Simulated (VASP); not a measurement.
Wanted: the native input for a VASP 6.6.1 run.

| Quantity | Value |
| --- | --- |
| Task | relaxation of cell and atoms |
| Functional | LDA |
| Potentials or basis | VASP PAW LDA potentials, release 64 (Ta_pv) |
| Cutoff | 600 eV |
| k mesh | 7 × 7 × 4 |
| Occupations | gaussian, width 0.1 eV |
| Spin | no spin polarisation |
| Target pressure | 20 GPa |
| Dipole correction | no |
| Further INCAR settings | ALGO = Normal; EDIFF = 1e-06; IBRION = 2; EDIFFG = -0.02; NSW = 60; ISIF = 3 |

The structure of Ta lies in POSCAR:

```
Ta
1.0
    2.9003720000      0.0000000000      0.0000000000
   -1.4501860000      2.5117960000      0.0000000000
    0.0000000000      0.0000000000      5.1662740000
Ta
2
Direct
    0.6666666667      0.3333333333      0.7500000000
    0.3333333333      0.6666666667      0.2500000000
```

This isn't the form of Ta at room conditions, which is bcc.

These files were run (other wordings do the same):

INCAR

```
SYSTEM = Ta
PREC = Accurate
ENCUT = 600
EDIFF = 1E-6
ISMEAR = 0
SIGMA = 0.1
LREAL = .False.
LASPH = .True.
NELM = 60
ALGO = Normal
ISIF = 3
LWAVE = .False.
LCHARG = .False.
IBRION = 2
NSW = 60
EDIFFG = -0.02
PSTRESS = 200.0
```

KPOINTS

```
Automatic mesh
0
Gamma
  7 7 4
  0 0 0
```

Potentials or basis: VASP PAW LDA potentials, release 64 (Ta_pv).

The run is started by

```bash
$ cat potpaw_LDA.64/Ta_pv/POTCAR > POTCAR
$ mpirun -np 1 vasp_std > vasp.out
```

It gave:

| Property | Result |
| --- | --- |
| Relaxed volume | 16.37 Å³/atom |
| Relaxed cell | a = 2.772 Å, b = 2.772 Å, c = 4.921 Å, α = 90.00°, β = 90.00°, γ = 120.00° |
| Space group after relaxing (to 0.1 Å) | P6_3/mmc (No. 194) |
| Energy change on relaxing (the run minimises the enthalpy) | +46.7 meV/atom |
| Ionic steps | 9 |
| Pressure after relaxing | 20.0 GPa |
| Band gap on the k mesh | zero (bands 11 and 12 overlap by 2.67 eV) |

Caveat: the cell is relaxed towards a set pressure, so the run minimises the enthalpy, not the energy; spin-orbit coupling is left out, which moves the levels of the heavy elements.

Wall time 2.9 min on 1 thread of Intel Xeon 8259CL, with other jobs on the host, peak memory 0.16 GiB.
